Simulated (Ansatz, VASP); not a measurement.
Given: the input of a run of VASP 6.6.1 on SnSe2.

The input INCAR:

```
ALGO = Normal ; EDIFF = 1E-6
ENCUT = 520 ; GGA = PE
ISIF = 2 ; ISMEAR = -1
LASPH = True ; LCHARG = False
LREAL = False ; LWAVE = False
NBANDS = 20 ; NELM = 60
PREC = Accurate ; SIGMA = 0.05
```

KPOINTS

```
k-points
0
Gamma
  8 8 5
```

Contents of POSCAR:

```
SnSe2
1.0
    3.8110000000      0.0000000000      0.0000000000
   -1.9055000000      3.3004228138      0.0000000000
    0.0000000000      0.0000000000      6.1360000000
Sn Se
1 2
Direct
   -0.0030730000     -0.0040420000     -0.0018790000
    0.6689860000      0.3423530000      0.7494690000
    0.3331800000      0.6684560000      0.2531690000
```

Potentials or basis: VASP PAW PBE potentials, release 64 (Sn_d, Se).

Run with:

```bash
$ cat potpaw_PBE.64/Sn_d/POTCAR potpaw_PBE.64/Se/POTCAR > POTCAR
$ mpirun -np 1 vasp_std > vasp.out
```

Translate it to Ansatz 0.2.0. Potentials there: all-electron LAPW, scalar-relativistic.

As run (the cutoff follows the program's own potentials):

Contents of input.yaml:

```yaml
crystal:
  lattice:
    - [3.811, 0.0, 0.0]
    - [-1.9055, 3.3004228138, 0.0]
    - [0.0, 0.0, 6.136]
  atoms:
    - { symbol: Sn, position: [-0.003073, -0.004042, -0.001879] }
    - { symbol: Se, position: [0.668986, 0.342353, 0.749469] }
    - { symbol: Se, position: [0.33318, 0.668456, 0.253169] }
kpoints:
  mp_grid: { grid: [8, 8, 5] }
scf:
  occupations: { method: fermi_dirac, width: 0.05 }
hamiltonian:
  xc: pbe
  pseudopotentials: { kind: all_electron, lapw: { basis_error: 0.001 } }
output:
  forces: true
  stress: true
  eigenvalues: true
  populations: true
```

Potentials or basis: all-electron LAPW, scalar-relativistic.

The run is started by

```sh
$ ansatz run input.yaml --threads 2 --pin off --max-ram 6144MiB --backend cpu --events-out ev --progress --plain --runs-dir out
```

Both were run:

|  | VASP | Ansatz | Ansatz less VASP |
| --- | --- | --- | --- |
| gap on the k mesh at the Fermi level (eV) | 0.74 | 0.75 | +0.007 |
| least direct gap on the mesh (eV) | 1.09 | 1.10 | +0.016 |
| pressure (GPa) | 5.0 | 4.9 | -0.08 |
| traceless stress, the component that is largest in VASP (GPa) | 0.66 | 0.65 | -0.006 |
| rms of the force components (eV/Å) | 0.336 | 0.328 | -0.0080 |

Atom by atom the forces differ by 0.009 eV/Å (rms over components). Ansatz ran all-electron here, and VASP with PAW potentials.
